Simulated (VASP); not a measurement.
Input of a VASP 6.6.1 run:

INCAR

```
  ALGO = Normal
  EDIFF = 1E-7
  ENCUT = 520
  GGA = RP
  ISIF = 2
  ISMEAR = -1
  IVDW = 12
  LASPH = True
  LCHARG = True
  LELF = True
  LREAL = False
  LVHAR = True
  LWAVE = False
  NBANDS = 9
  NELM = 60
  PREC = Accurate
  SIGMA = 0.05
```

File KPOINTS:

```
k-points
0
Gamma
  10 10 5
```

Contents of POSCAR:

```
Mg
1.0
    3.2722434310      0.0000000000      0.0000000000
   -1.6361217155      2.8338459386      0.0000000000
    0.0000000000      0.0000000000      5.3124886887
Mg
2
Direct
    0.6666666667      0.3333333333      0.7500000000
    0.3333333333      0.6666666667      0.2500000000
```

Potentials or basis: VASP PAW PBE potentials, release 64 (Mg).

The run is started by

```sh
$ cat potpaw_PBE.64/Mg/POTCAR > POTCAR
$ mpirun -np 1 vasp_std > vasp.out
```

Estimate the band gap on the k mesh.

zero (band 2 reaches 3.04 eV, above the bottom of band 3 at 1.16 eV).

Predict the dispersion energy per atom.

-1.138 eV.

What does it give for the pressure?

-13.5 GPa.

Stress tensor (GPa, compression positive):
```
-13.92   0.00   0.00
  0.00 -13.92   0.00
  0.00   0.00 -12.79
```

Caveat: the PAW data sets were made with another functional, which shifts forces and pressure a little; pairwise dispersion overbinds metals, which lowers pressure and volume.
